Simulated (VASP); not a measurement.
Wanted: the native input for a VASP 6.6.1 run.

```yaml
Task: single point
Functional: PBE
Potentials_or_basis: VASP PAW PBE potentials, release 64 (Ga_d)
Cutoff: 520 eV
k_mesh: 10 × 10 × 8
Occupations: gaussian, width 0.016 eV
Spin: no spin polarisation
Dipole_correction: no
Further_INCAR_settings: ALGO = Fast; EDIFF = 1e-07; NBANDS = 20
```

The structure of Ga lies in POSCAR:

```
Ga
1.0
    1.3830000000     -4.0265000000      0.0000000000
    1.3830000000      4.0265000000      0.0000000000
   -0.1174474948      0.0000000000      3.3299294416
Ga
2
Direct
    0.1310000000      0.8690000000      0.7500000000
    0.8690000000      0.1310000000      0.2500000000
```

These files were run (other wordings do the same):

INCAR

```
SYSTEM = Ga
PREC = Accurate
ENCUT = 520
EDIFF = 1E-7
ISMEAR = 0
SIGMA = 0.016
LREAL = .False.
LASPH = .True.
NELM = 80
ALGO = Fast
ISIF = 2
LWAVE = .False.
LCHARG = .True.
GGA = PE
LELF = .True.
LVHAR = .True.
NBANDS = 20
```

KPOINTS

```
regular mesh
0
Gamma
  10 10 8
  0 0 0
```

Potentials or basis: VASP PAW PBE potentials, release 64 (Ga_d).

Run with:

```bash
$ cat potpaw_PBE.64/Ga_d/POTCAR > POTCAR
$ mpirun -np 1 vasp_std > vasp.out
```

Results of the run:

The pressure is 1.5 GPa. The largest force is 0.218 eV/Å. The band gap on the k mesh is zero (bands 13 and 14 overlap by 8.39 eV).

It took 3.4 min on 1 thread of Intel(R) Xeon(R) Platinum 8488C (Sapphire Rapids) (shared host), peak memory 0.26 GiB.
